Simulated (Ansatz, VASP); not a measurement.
## Mo: VASP beside Ansatz

INCAR

```
PREC = Accurate
ENCUT = 520
EDIFF = 1E-6
ISMEAR = 0
SIGMA = 0.05
LREAL = F
LASPH = T
NELM = 80
ALGO = Normal
ISIF = 2
LWAVE = F
LCHARG = F
GGA = PE
NBANDS = 13
```

File KPOINTS:

```
Automatic mesh
0
Gamma
  8 8 8
```

POSCAR

```
Mo
1.0
   -1.5868520570      1.5868520570      1.5868520570
    1.5868520570     -1.5868520570      1.5868520570
    1.5868520570      1.5868520570     -1.5868520570
Mo
1
Direct
    0.0000000000      0.0000000000      0.0000000000
```

Input for Ansatz:

```yaml
crystal:
  lattice:
    - [-1.586852057, 1.586852057, 1.586852057]
    - [1.586852057, -1.586852057, 1.586852057]
    - [1.586852057, 1.586852057, -1.586852057]
  atoms:
    - { symbol: Mo, position: [0.0, 0.0, 0.0] }
basis:
  ecutwfc: 420
  ecutrho_ratio: 4
kpoints:
  mp_grid: { grid: [8, 8, 8] }
hamiltonian:
  xc: pbe
scf:
  occupations: { method: gaussian, width: 0.05 }
output:
  forces: true
  stress: true
  eigenvalues: true
```

Alike in both runs: task single point; functional PBE; k mesh 8 × 8 × 8; occupations gaussian, width 0.05 eV; no spin polarisation.

```csv
,VASP,Ansatz
version,VASP 6.6.1,Ansatz 0.2.0
potentials or method,"VASP PAW PBE potentials, release 64 (Mo_sv), cutoff 520 eV","scalar-relativistic, plane waves, PAW"
valence electrons in the cell,14,14
```

```tsv
	VASP	Ansatz	Ansatz less VASP
gap on the k mesh at the Fermi level (eV)	none	none	-
pressure (GPa)	-2.0	-2.5	-0.47
```

A gap of «none» marks a metal or a gap that the smearing closes.
